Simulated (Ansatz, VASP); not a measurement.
## Two plane-wave programs on ZrGe4Mo

```xyz
6
Lattice="0.0000 3.8917 3.8917 3.8917 0.0000 3.8917 3.8917 3.8917 0.0000" Properties=species:S:1:pos:R:3 pbc="T T T"
Zr    0.0000    0.0000    0.0000
Ge    4.8575    4.8575    2.9259
Ge    4.8575    2.9259    4.8575
Ge    2.9259    2.9259    2.9259
Ge    2.9259    4.8575    4.8575
Mo    5.8376    5.8376    5.8376
```

Change from the starting cell: species swapped into the ZrZnNi4 type (F-43m, No. 216).

Alike in both runs: task single point; functional PBE; k mesh 4 × 4 × 4; occupations gaussian, width 0.1 eV; no spin polarisation.

```csv
,VASP,Ansatz
version,VASP 6.6.1,Ansatz 0.2.0
potentials or method,"VASP PAW PBE potentials, release 64 (Zr_sv, Ge_d, Mo_sv), cutoff 520 eV","scalar-relativistic, plane waves, PAW"
valence electrons in the cell,82,82
```

Ansatz gave:

| Quantity | Value |
| --- | --- |
| gap on the k mesh at the Fermi level (eV) | none |
| pressure (GPa) | -7.6 |
| rms of the force components (eV/Å) | 0.106 |

Q: Which values does VASP return?

A: gap on the k mesh at the Fermi level (eV): none; pressure (GPa): -7.5; rms of the force components (eV/Å): 0.107.

Atom by atom the forces differ by 0.001 eV/Å (rms over components). A gap of «none» marks a metal or a gap that the smearing closes.
